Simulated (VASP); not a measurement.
A run of VASP 6.6.1 is set up as follows.

The input INCAR:

```
SYSTEM = TePb
  PREC = Accurate
  ENCUT = 520
  EDIFF = 1E-6
  ISMEAR = -1
  SIGMA = 0.02
  LREAL = .False.
  LASPH = .True.
  NELM = 100
  ALGO = Normal
  ISIF = 2
  LWAVE = .False.
  LCHARG = .False.
  GGA = PE
  NBANDS = 17
```

File KPOINTS:

```
Automatic mesh
0
Gamma
  8 8 8
  0 0 0
```

Contents of POSCAR:

```
TePb
1.0
    0.0000000000      3.2678368377      3.2678368377
    3.2678368377      0.0000000000      3.2678368377
    3.2678368377      3.2678368377      0.0000000000
Pb Te
1 1
Direct
    0.0000000000      0.0000000000      0.0000000000
    0.5000000000      0.5000000000      0.5000000000
```

Potentials or basis: VASP PAW PBE potentials, release 64 (Pb_d, Te).

Command:

```sh
$ cat potpaw_PBE.64/Pb_d/POTCAR potpaw_PBE.64/Te/POTCAR > POTCAR
$ mpirun -np 1 vasp_std > vasp.out
```

Task: Predict the band gap on the k mesh.

Result: 0.80 eV, direct.

Task: Predict the pressure.

Result: 0.6 GPa.

Caveat: spin-orbit coupling is left out, which moves the levels of the heavy elements. A k mesh can miss the band edges.
